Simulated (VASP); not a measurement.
Runs of VASP 6.6.1 on W. The structure is that of space group Im-3m (No. 229), or close to it. The cells are those of the table. 

```tsv
cell	gap on the mesh (eV)	pressure (GPa)
a = 2.744, b = 2.790 Å, angles 109.5, 108.8, 109.5°, 1 atom	none	-2.5
a = 2.755, b = 2.778 Å, angles 109.5, 109.1, 109.5°, 1 atom	none	-2.6
a = 2.813, b = 2.721 Å, angles 109.5, 110.8, 109.5°, 1 atom	none	(a)
a = 2.698, b = 2.836 Å, angles 109.5, 107.4, 109.5°, 1 atom	none	-1.2
a = 2.709, b = 2.825 Å, angles 109.5, 107.7, 109.5°, 1 atom	none	-1.7
a = 2.732, b = 2.801 Å, angles 109.5, 108.4, 109.5°, 1 atom	none	-2.3
a = 2.687, b = 2.848 Å, angles 109.5, 107.0, 109.5°, 1 atom	none	(b)
```

Alike in all rows: task single point; level PBE; potentials or basis VASP PAW PBE potentials, release 64 (W_sv); no spin polarisation; k mesh 20 × 20 × 20; cutoff (eV) 500; smearing gaussian 0.15 eV.

Problem. Estimate the missing entries.

Solution. (a) -2.0; (b) -0.7.

Caveats: spin-orbit coupling is left out, which moves the levels of the heavy elements.

A k mesh can miss the band edges, and the runs leave out spin-orbit coupling on W.

A gap of «none» marks levels without a gap at the run's occupations.
